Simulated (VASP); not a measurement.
A run of VASP 6.6.1 is set up as follows.

INCAR

```
ALGO = Normal
EDIFF = 1E-6
ENCUT = 500
GGA = PS
GGA_COMPAT = False
ISIF = 2
ISMEAR = 0
LASPH = True
LCHARG = False
LREAL = False
LWAVE = False
NBANDS = 16
NELM = 120
PREC = Accurate
SIGMA = 0.02
```

KPOINTS

```
k-points
0
Gamma
  10 10 10
```

File POSCAR:

```
GaAs
1.0
    0.0000000000      2.7191670983      2.8957290410
    2.7191670983      0.0000000000      2.8957290410
    2.7191670983      2.7191670983      0.0000000000
Ga As
1 1
Direct
    0.0000000000      0.0000000000      0.0000000000
    0.2500000000      0.2500000000      0.2500000000
```

Potentials or basis: VASP PAW PBE potentials, release 64 (Ga_d, As).

The run is started by

```console
$ cat potpaw_PBE.64/Ga_d/POTCAR potpaw_PBE.64/As/POTCAR > POTCAR
$ mpirun -np 1 vasp_std > vasp.out
```

(1) Estimate the pressure.

(2) What does it give for the band gap on the k mesh?

Answers

(1) 4.6 GPa.

(2) 0.69 eV.

Caveat: the cell differs from its parent crystal (strained cell); the cell stands under pressure; semilocal functionals underestimate gaps, and a narrow one can read as zero; the PAW data sets were made with another functional, which shifts forces and pressure a little.
